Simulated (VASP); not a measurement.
**Mg: single point with PBEsol**

Mg:

```xyz
2
Lattice="3.4500 0.0000 0.0000 -1.7250 2.7793 0.0000 0.0000 0.0000 5.2103" Properties=species:S:1:pos:R:3 pbc="T T T"
Mg    0.0000    1.8529    1.3026
Mg    1.7250    0.9264    3.9077
```

This cell differs from its parent crystal: strain +0.0750 x Voigt [1, 0, 0, 0, 0, 0].

* Program: VASP 6.6.1
* Task: single point
* Functional: PBEsol
* Potentials or basis: VASP PAW PBE potentials, release 64 (Mg)
* Cutoff: 520 eV
* k mesh: 18 × 18 × 10
* Occupations: gaussian, width 0.15 eV
* Spin: no spin polarisation

| Quantity | Value |
| --- | --- |
| Pressure | -3.1 GPa |
| Largest force | 0.052 eV/Å |
| Band gap on the k mesh | zero (band 2 reaches 3.25 eV, above the bottom of band 3 at 1.25 eV) |

Forces in eV/Å, atoms in the order of the input:
```
Mg   0.000 -0.052  0.000
Mg   0.000  0.052  0.000
```

Stress tensor (GPa, compression positive):
```
-4.35  0.00  0.00
 0.00 -2.31  0.00
 0.00  0.00 -2.58
```

Levels at points of the mesh, in eV from the Fermi level:
```csv
k point,band 1,band 2,band 3,band 4,band 5,band 6
"(0.00, 0.00, 0.00)",-6.58,-1.37,-0.92,9.38,9.39,10.11
"(0.50, 0.00, 0.00)",-2.36,-2.20,2.41,2.95,3.15,3.47
"(0.00, 0.50, 0.00)",-1.83,-1.80,2.97,3.27,3.57,3.91
"(0.00, 0.00, 0.50)",-5.20,-5.20,5.31,5.31,10.20,10.20
"(0.50, 0.00, 0.50)",-1.18,-1.18,-0.69,-0.69,7.80,7.80
"(0.00, 0.50, 0.50)",-0.79,-0.79,-0.14,-0.14,6.37,6.37
```

Wall time 110 s on 1 thread of Intel(R) Xeon(R) Platinum 8259CL CPU @ 2.50GHz (Skylake/Cascade Lake), with other jobs on the host, peak memory 0.35 GiB.

Caveat: the cell differs from its parent crystal (strain +0.0750 x Voigt [1, 0, 0, 0, 0, 0]); the PAW data sets were made with another functional, which shifts forces and pressure a little.
